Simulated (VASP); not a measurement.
Wanted: the native input for a VASP 6.6.1 run.

- Task: G0W0 quasiparticle levels
- Functional: HSE06
- Potentials or basis: VASP PAW PBE potentials, release 64 (Zn_GW, Se_GW)
- Cutoff: 500 eV
- k mesh: 4 × 4 × 4
- Occupations: gaussian, width 0.01 eV
- Spin: no spin polarisation
- Dipole correction: no
- GW scheme: G0W0
- GW iterations: 1
- Cutoff of the response function: 60
- Frequency points: 96
- Empty bands: 30
- Grid for exact exchange (PRECFOCK): Fast
- Further INCAR settings: ALGO = EVGW0; EDIFF = 1e-08; NBANDS = 39
- Share of exact exchange: 0.25
- Screening parameter: 0.2 1/Å

ZnSe:

```
CELL_PARAMETERS angstrom
0.00000 2.83242 2.83242
2.83242 0.00000 2.83242
2.83242 2.83242 0.00000
ATOMIC_POSITIONS crystal
Zn 0.00000 0.00000 0.00000
Se 0.25000 0.25000 0.25000
```

These files were run (other wordings do the same):

POSCAR

```
ZnSe
1.0
    0.0000000000      2.8324206805      2.8324206805
    2.8324206805      0.0000000000      2.8324206805
    2.8324206805      2.8324206805      0.0000000000
Zn Se
1 1
Direct
    0.0000000000      0.0000000000      0.0000000000
    0.2500000000      0.2500000000      0.2500000000
```

INCAR.step1

```
SYSTEM = ZnSe
PREC = Accurate
ENCUT = 500
EDIFF = 1E-5
ISMEAR = 0
SIGMA = 0.02
LREAL = .FALSE.
LASPH = .TRUE.
NELM = 80
ALGO = Normal
ISIF = 2
LWAVE = .TRUE.
LCHARG = .FALSE.
GGA = PE
```

INCAR.step2

```
SYSTEM = ZnSe
PREC = Accurate
ENCUT = 500
EDIFF = 1E-8
ISMEAR = 0
SIGMA = 0.01
LREAL = .FALSE.
LASPH = .TRUE.
NELM = 80
ALGO = Normal
LWAVE = .TRUE.
LCHARG = .FALSE.
GGA = PE
LHFCALC = .TRUE.
HFSCREEN = 0.2
PRECFOCK = Fast
ISTART = 1
```

INCAR.step3

```
SYSTEM = ZnSe
PREC = Accurate
ENCUT = 500
EDIFF = 1E-8
ISMEAR = 0
SIGMA = 0.01
LREAL = .FALSE.
LASPH = .TRUE.
NELM = 1
ALGO = Exact
LWAVE = .TRUE.
LCHARG = .FALSE.
GGA = PE
LHFCALC = .TRUE.
HFSCREEN = 0.2
PRECFOCK = Fast
ISTART = 1
NBANDS = 39
LOPTICS = .TRUE.
```

INCAR.step4

```
SYSTEM = ZnSe
PREC = Accurate
ENCUT = 500
EDIFF = 1E-8
ISMEAR = 0
SIGMA = 0.01
LREAL = .FALSE.
LASPH = .TRUE.
ALGO = EVGW0
LWAVE = .FALSE.
LCHARG = .FALSE.
GGA = PE
LHFCALC = .TRUE.
HFSCREEN = 0.2
PRECFOCK = Fast
ISTART = 1
NELMGW = 1
NBANDS = 39
ENCUTGW = 60.0
NOMEGA = 96
NBANDSGW = 17
OMEGAMAX = 20
```

KPOINTS

```
Automatic mesh
0
G
  4 4 4
  0 0 0
```

Potentials or basis: VASP PAW PBE potentials, release 64 (Zn_GW, Se_GW).

Command:

```sh
$ cat potpaw_PBE.64/Zn_GW/POTCAR potpaw_PBE.64/Se_GW/POTCAR > POTCAR
$ cp INCAR.step1 INCAR
$ mpirun -np 1 vasp_std > vasp.out
$ cp INCAR.step2 INCAR
$ mpirun -np 1 vasp_std > vasp.out
$ cp INCAR.step3 INCAR
$ mpirun -np 1 vasp_std > vasp.out
$ cp INCAR.step4 INCAR
$ mpirun -np 1 vasp_std > vasp.out
```

It gave:

- Quasiparticle gap: 2.96 eV
- Least direct quasiparticle gap: 2.96 eV
- Band gap of the starting levels on the mesh: 2.43 eV
- Least direct gap of the starting levels on the mesh: 2.43 eV

Caveat: the k points lie up to 0.48 Å⁻¹ apart; bands, screening cutoff and mesh are small and nothing is extrapolated, so the quasiparticle values aren't converged.

It took 33 min on 1 thread of AMD EPYC 7R13 Processor (Zen 3) (shared host), peak memory 0.69 GiB.
